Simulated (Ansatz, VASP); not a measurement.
**One calculation of BiAs, two programs**

INCAR

```
ALGO = Normal ; EDIFF = 1E-7
ENCUT = 520 ; GGA = PE
ISIF = 2 ; ISMEAR = 0
LASPH = T ; LCHARG = F
LREAL = F ; LWAVE = F
NBANDS = 17 ; NELM = 100
PREC = Accurate ; SIGMA = 0.1
```

The input KPOINTS:

```
k-points
0
Gamma
  6 6 6
```

POSCAR

```
BiAs
1.0
    3.6076302500      0.0000000000      0.0000000000
    0.0000000000      3.6076302500      0.0000000000
    0.0000000000      0.0000000000      3.6076302500
Bi As
1 1
Direct
    0.5000000000      0.5000000000      0.5000000000
    0.0000000000      0.0000000000      0.0000000000
```

Input for Ansatz:

```yaml
crystal:
  lattice:
    - [3.60763025, 0.0, 0.0]
    - [0.0, 3.60763025, 0.0]
    - [0.0, 0.0, 3.60763025]
  atoms:
    - { symbol: Bi, position: [0.5, 0.5, 0.5] }
    - { symbol: As, position: [0.0, 0.0, 0.0] }
basis:
  ecutwfc: 420
kpoints:
  mp_grid: { grid: [6, 6, 6] }
hamiltonian:
  xc: pbe
scf:
  occupations: { method: gaussian, width: 0.1 }
  lower_state_search: "off"
output:
  forces: true
  stress: true
  eigenvalues: true
```

Change from the starting cell: species swapped into the AlFe type (Pm-3m, No. 221).

Alike in both runs: task single point; functional PBE; k mesh 6 × 6 × 6; occupations gaussian, width 0.1 eV; no spin polarisation.

```csv
,VASP,Ansatz
version,VASP 6.6.1,Ansatz 0.2.0
potentials or method,"VASP PAW PBE potentials, release 64 (Bi_d, As), cutoff 520 eV","scalar-relativistic, plane waves, PAW"
valence electrons in the cell,20,30
```

```csv
,VASP,Ansatz,Ansatz less VASP
gap on the k mesh at the Fermi level (eV),none,none,-
pressure (GPa),5.8,5.8,-0.02
```

A gap of «none» marks a metal or a gap that the smearing closes. VASP's potentials hold 20 valence electrons a cell and Ansatz's 30, so a difference there can come from the potentials and not from the codes.

Spin-orbit coupling is off throughout.
